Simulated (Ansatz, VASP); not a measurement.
## Fe: VASP beside Ansatz

The input POSCAR:

```
Fe
1.0
    0.0000000000      1.9545992686      1.9781194830
    1.5083634409      0.0000000000      1.9781194830
    1.5083634409      1.9545992686      0.0000000000
Fe
1
Direct
    0.0000000000      0.0000000000      0.0000000000
```

File INCAR.step1:

```
PREC = Accurate
ENCUT = 520
EDIFF = 1E-5
ISMEAR = -1
SIGMA = 0.05
LREAL = False
LASPH = True
NELM = 200
ALGO = Normal
ISIF = 2
LWAVE = True
LCHARG = False
ISPIN = 2
MAGMOM = 3
LORBIT = 11
LMAXMIX = 4
GGA = PE
NBANDS = 14
GGA_COMPAT = False
```

The input INCAR.step2:

```
PREC = Accurate
ENCUT = 520
EDIFF = 1E-6
ISMEAR = -1
SIGMA = 0.05
LREAL = False
LASPH = True
NELM = 200
ALGO = Normal
ISIF = 2
LWAVE = False
LCHARG = False
ISPIN = 2
MAGMOM = 3
LORBIT = 11
LMAXMIX = 4
GGA = PE
LHFCALC = True
AEXX = 0.25
PRECFOCK = Normal
ISTART = 1
NBANDS = 14
GGA_COMPAT = False
```

The input KPOINTS:

```
regular mesh
0
Gamma
  6 6 6
```

File input.yaml:

```yaml
crystal:
  lattice:
    - [0.0, 1.9545992686, 1.978119483]
    - [1.5083634409, 0.0, 1.978119483]
    - [1.5083634409, 1.9545992686, 0.0]
  atoms:
    - { symbol: Fe, position: [0.0, 0.0, 0.0], spin: 3.0 }
hamiltonian:
  xc: pbe0
  pseudopotentials: { kind: paw }
magnetization:
  spin_polarized: true
kpoints:
  mp_grid: { grid: [6, 6, 6] }
scf:
  occupations: { method: fermi_dirac, width: 0.05 }
output:
  forces: true
  stress: true
  eigenvalues: true
```

Alike in both runs: task single point; functional PBE0; k mesh 6 × 6 × 6; occupations fermi-dirac, width 0.05 eV; collinear spin.

|  | VASP | Ansatz |
| --- | --- | --- |
| version | VASP 6.6.1 | Ansatz 0.2.0 |
| potentials or method | VASP PAW PBE potentials, release 64 (Fe) | Ansatz PAW |
| plane-wave cutoff (eV) | 520 | 420 |
| valence electrons in the cell | 8 | 16 |

Ansatz gave:

| Property | Result |
| --- | --- |
| gap on the k mesh at the Fermi level (eV) | none |
| pressure (GPa) | 7.4 |
| traceless stress, the component that is largest in VASP (GPa) | 4.06 |
| net moment per atom (μB) | 2.73 |
| size of the moment on the site where the two differ most (μB) | 2.96 |

Task: Estimate VASP's values.

Result: gap on the k mesh at the Fermi level (eV): none; pressure (GPa): 7.4; traceless stress, the component that is largest in VASP (GPa): 4.16; net moment per atom (μB): 2.73; size of the moment on the site where the two differ most (μB): 2.79.

Site moments also hang on the region over which each program counts them. A gap of «none» marks a metal or a gap that the smearing closes. VASP's potentials hold 8 valence electrons a cell and Ansatz's 16, so a difference there can come from the potentials and not from the codes.

The k mesh is coarse, so the values compare programs but aren't converged. Noted on Ansatz's run: the magnetic or orbital state may not be the lowest.
